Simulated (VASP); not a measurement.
# WSe2 in VASP: further runs, part 2 of 2

VASP 6.6.1. Earlier steps stand in the parts before.

**3. Single point, LDA (atoms displaced along a vibrational mode)**

Input file INCAR:

```
PREC     = Accurate       # precision mode
ENCUT    = 520            # plane-wave cutoff, eV
EDIFF    = 1E-6           # SCF threshold, eV
ISMEAR   = 0              # smearing method
SIGMA    = 0.05           # smearing width, eV
LREAL    = F              # projectors in reciprocal space
LASPH    = T              # aspherical terms in the spheres
NELM     = 100            # most SCF steps
ALGO     = Normal         # electronic algorithm
ISIF     = 2              # what is computed and relaxed
LWAVE    = F              # write WAVECAR
LCHARG   = F              # write CHGCAR
GGA      = CA             # functional
NBANDS   = 20             # bands
```

Input file KPOINTS:

```
regular mesh
0
Gamma
  12 12 2
```

Input file POSCAR:

```
WSe2
1.0
    3.3179375931      0.0000000000      0.0000000000
   -1.6589687966      2.8734182438      0.0000000000
    0.0000000000      0.0000000000     16.6581424200
W Se
1 2
Direct
    0.0000000000      0.0000000000      0.0000000000
    0.4089691414      0.7220359211      0.0997865200
    0.2576975252      0.6112974123      0.9002134800
```

Potentials or basis: VASP PAW LDA potentials, release 64 (W_sv, Se).

Command:

```
$ cat potpaw_LDA.64/W_sv/POTCAR potpaw_LDA.64/Se/POTCAR > POTCAR
$ mpirun -np 1 vasp_std > vasp.out
```

OUTCAR:

```text
PREC = Accurate
   ENCUT = 520
   EDIFF = 1E-6
   ISMEAR = 0
   LREAL = F
   LASPH = T
   NELM = 100
   ISIF = 2
   GGA = CA

 ion  position               nearest neighbor table
   1  0.000  0.000  0.000-   2 2.38   3 2.42   3 2.50   2 2.59   2 2.66   3 2.70
   2  0.409  0.722  0.100-   1 2.38   1 2.59   1 2.66
   3  0.258  0.611  0.900-   1 2.42   1 2.50   1 2.70

  LATTYP: Found a hexagonal cell.
 ALAT       =     3.3179375931
 C/A-ratio  =     5.0206316281

  Lattice vectors:

 A1 = (   3.3179375931,   0.0000000000,   0.0000000000)
 A2 = (  -1.6589687966,   2.8734182438,   0.0000000000)
 A3 = (   0.0000000000,   0.0000000000,  16.6581424200)

Analysis of symmetry for initial positions (statically):
=====================================================================
 Subroutine PRICEL returns:
 Original cell was already a primitive cell.

 Routine SETGRP: Setting up the symmetry group for a
 hexagonal supercell.

 Subroutine GETGRP returns: Found  1 space group operations
 (whereof  1 operations were pure point group operations)
 out of a pool of 24 trial point group operations.

The static configuration has the point symmetry C_1 .

Analysis of symmetry for dynamics (positions and initial velocities):
=====================================================================
 Subroutine PRICEL returns:
 Original cell was already a primitive cell.

 Routine SETGRP: Setting up the symmetry group for a
 hexagonal supercell.

 Subroutine GETGRP returns: Found  1 space group operations
 (whereof  1 operations were pure point group operations)
 out of a pool of 24 trial point group operations.

The dynamic configuration has the point symmetry C_1 .

 Subroutine INISYM returns: Found  1 space group operations
 (whereof  1 operations are pure point group operations),
[... 106 lines left out ...]
   POTIM  = 0.5000    time-step for ionic-motion
   TEBEG  =    0.0;   TEEND  =   0.0 temperature during run
   PSTRESS=    0.0 pullay stress
   NELECT =      26.0000    total number of electrons
   NUPDOWN=      -1.0000    fix difference up-down
   EMIN   =  10.00;   EMAX   =-10.00  energy-range for DOS
   EFERMI =   0.00;   METHOD = LEGACY
   ISMEAR =     0;   SIGMA  =   0.05  broadening in eV -4-tet -1-fermi 0-gaus
   EFERMI_NEDOS =   21; number of points for ismear=-14 and -15
   IALGO  =     38    algorithm
   IMIX   =      4    mixing-type and parameters
     AMIX     =   0.40;   BMIX     =  1.00
     AMIX_MAG =   1.60;   BMIX_MAG =  1.00
  volume/ion in A,a.u.               =      52.94       357.25
  Fermi-wavevector in a.u.,A,eV,Ry     =   0.895574  1.692389 10.912587  0.802053
  Thomas-Fermi vector in A             =   2.017923
   LORBIT       =      0    0 simple, 1 ext, 2 COOP (PROOUT), +10 PAW based schemes
   GGA     = CA    functional components
   LHFCALC =     F    Hartree Fock is set to
   AEXX    =    0.0000 exact exchange contribution
   IVDW    =     0    specifies the selected vdW correction
   LEPSILON=     F    determine dielectric tensor
   LRPA    =     F    only Hartree local field effects (RPA)
 non-spin polarized calculation
 Gauss-broadening in eV      SIGMA  =   0.05
  energy-cutoff  :      520.00
  volume of cell :      158.82
 maximum number of plane-waves:      4302
 NGX is ok and might be reduce to    28
   NGX = 13   NGY = 13   NGZ = 61

 number of electron      25.9999998 magnetization

 Free energy of the ion-electron system (eV)
  ---------------------------------------------------
  ext. energy  EPLUGINS =         0.00000000
  ---------------------------------------------------
  free energy    TOTEN  =       -23.66400177 eV

  energy without entropy =      -23.66400177  energy(sigma->0) =      -23.66400177

 E-fermi :  -0.6584     XC(G=0):  -4.8671

 val. band max:       -1.0136152440   @ k =   0.3333   0.3333   0.0000
 cond. band min:       0.4191250240   @ k =   0.3333   0.3333   0.5000
 fundamental gap:      1.4327402679
 Fermi energy:        -0.6584356818

 k-point     1 :       0.0000    0.0000    0.0000
  band No.  band energies     occupation
      1     -74.6473      2.00000
      2     -39.1585      2.00000
      3     -39.0466      2.00000
      4     -39.0329      2.00000
      5     -15.8003      2.00000
      6     -14.5136      2.00000
[... 541 lines left out ...]
     19       4.9872      0.00000
     20       5.8301      0.00000

 [... further k-points ...]
[... 5 lines left out ...]
  --------------------------------------------------------------------------------------
  -------------------------------------------------------------------------------------
  Total       -1.5935796     -1.6091985      0.7119199      0.0471129     -4.3623815     -4.3636656
  in kB      -16.0764710    -16.2340387      7.1820443      0.4752880    -44.0089082    -44.0218632
  external PRESSURE =      -8.3761551 kB  Pullay stress =       0.0000000 kB

 VOLUME and BASIS-vectors are now :
 -----------------------------------------------------------------------------
  energy-cutoff  :      520.00
  volume of cell :      158.82
      direct lattice vectors                 reciprocal lattice vectors
     3.317937593  0.000000000  0.000000000     0.301392046  0.174008779  0.000000000
    -1.658968797  2.873418244  0.000000000     0.000000000  0.348017558  0.000000000
     0.000000000  0.000000000 16.658142420     0.000000000  0.000000000  0.060030703

 POSITION                                       TOTAL-FORCE (eV/Angst)
 -----------------------------------------------------------------------------------
      0.00000      0.00000      0.00000         0.672652      0.000847     -0.122655
      0.15910      2.07471      1.66226        -1.648938     -1.312670      0.278988
     -0.15910      1.75651     14.99588         0.976286      1.311822     -0.156333
 -----------------------------------------------------------------------------------
    total drift:                               -0.000062     -0.000051      0.000002

  FREE ENERGIE OF THE ION-ELECTRON SYSTEM (eV)
  ---------------------------------------------------
  free  energy   TOTEN  =       -23.6640017653 eV

  energy  without entropy=      -23.6640017653  energy(sigma->0) =      -23.66400177
```

Run time: 11 min. Hardware: 1 thread of Intel Xeon Platinum 8259CL at 2.50GHz (Skylake/Cascade Lake), shared host; peak memory 0.58 GiB.

Results:

```yaml
Free_energy: -23.6640 eV
Largest_force: 2.126 eV/Å
Band_gap_on_the_k_mesh: 1.43 eV
```

Forces in eV/Å, atoms in the order of the input:
```
W    0.673  0.001 -0.123
Se  -1.649 -1.313  0.279
Se   0.976  1.312 -0.156
```

Caveat: the cell differs from its parent crystal (atoms displaced along a vibrational mode); there is no dipole correction, which matters where the two faces differ; spin-orbit coupling is left out, which moves the levels of the heavy elements.
